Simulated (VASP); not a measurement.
Set up this calculation in VASP 6.6.1, as the native input.

| Property | Result |
| --- | --- |
| Task | relaxation of cell and atoms |
| Functional | PBE |
| Potentials or basis | VASP PAW PBE potentials, release 64 (Li_sv) |
| Cutoff | 600 eV |
| k mesh | 6 × 6 × 6 |
| Occupations | gaussian, width 0.1 eV |
| Spin | no spin polarisation |
| Dipole correction | no |
| Further INCAR settings | ALGO = Normal; EDIFF = 1e-07; IBRION = 2; EDIFFG = -0.04; NSW = 90; ISIF = 3 |

The structure of Li lies in POSCAR:

```
Li
1.0
    1.8783841173      1.0844855758      3.4832381403
   -1.8783841173      1.0844855758      3.4832381403
    0.0000000000     -2.1689711516      3.4832381403
Li
2
Direct
    0.2275400000      0.2275400000      0.2275400000
    0.7724600000      0.7724600000      0.7724600000
```

One way to write it, as run:

INCAR

```
SYSTEM = Li
PREC = Accurate ; ENCUT = 600
EDIFF = 1E-7 ; ISMEAR = 0
SIGMA = 0.1 ; LREAL = .False.
LASPH = .True. ; NELM = 60
ALGO = Normal ; ISIF = 3
LWAVE = .False. ; LCHARG = .False.
GGA = PE ; IBRION = 2
NSW = 90 ; EDIFFG = -0.04
```

KPOINTS

```
regular mesh
0
Gamma
  6 6 6
  0 0 0
```

Potentials or basis: VASP PAW PBE potentials, release 64 (Li_sv).

Launch:

```console
$ cat potpaw_PBE.64/Li_sv/POTCAR > POTCAR
$ mpirun -np 1 vasp_std > vasp.out
```

Results of the run:

- Relaxed volume: 19.48 Å³/atom
- Relaxed cell: a = 4.715 Å, b = 4.715 Å, c = 4.715 Å, α = 39.97°, β = 39.97°, γ = 39.97°
- Space group after relaxing (to 0.1 Å): R-3m (No. 166)
- Energy gained by relaxing: 182.1 meV/atom
- Ionic steps: 17
- Pressure after relaxing: -0.2 GPa
- Largest force after relaxing: 0.036 eV/Å
- Band gap on the k mesh: zero (bands 3 and 4 overlap by 3.29 eV)

Caveat: the cutoff is under 1.25 times the usual one of these potentials, so pressure, stress and relaxed cells hold a basis-set (Pulay) error.

It took 2.6 min on 1 thread of Intel(R) Xeon(R) Platinum 8488C (Sapphire Rapids) (shared host), peak memory 0.18 GiB.
